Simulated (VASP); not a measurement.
The system is Ta.

```xyz
1
Lattice="-1.6513 1.6513 1.6513 1.6513 -1.6513 1.6513 1.6513 1.6513 -1.6513" Properties=species:S:1:pos:R:3 pbc="T T T"
Ta    0.0000    0.0000    0.0000
```

* Program: VASP 6.6.1
* Task: relaxation of cell and atoms
* Functional: BLYP
* Potentials or basis: VASP PAW PBE potentials, release 64 (Ta_pv)
* Cutoff: 600 eV
* k mesh: 11 × 11 × 11
* Occupations: fermi-dirac, width 0.05 eV
* Spin: no spin polarisation

At the start: pressure 10.0 GPa; volume 18.01 Å³/atom.

How do energy, volume and symmetry change on relaxing?

Over 4 steps the energy falls by 26.8 meV/atom and the volume is 18.91 Å³/atom (+5.0 %); space group Im-3m (No. 229, to 0.05 Å).

The path:
```tsv
step	energy change (eV)	largest force (eV/Å)	pressure (GPa)	volume (Å³)
1	0.0000	0.0000	9.97	18.01
2	0.0918	0.0000	-15.88	21.09
3	-0.0268	0.0000	-0.36	18.95
4	-0.0268	0.0000	-0.02	18.91
```

Final structure:
```xyz
1
Lattice="-1.6784 1.6784 1.6784 1.6784 -1.6784 1.6784 1.6784 1.6784 -1.6784" Properties=species:S:1:pos:R:3 pbc="T T T"
Ta    0.0000    0.0000    0.0000
```

Caveat: the PAW data sets were made with another functional, which shifts forces and pressure a little.
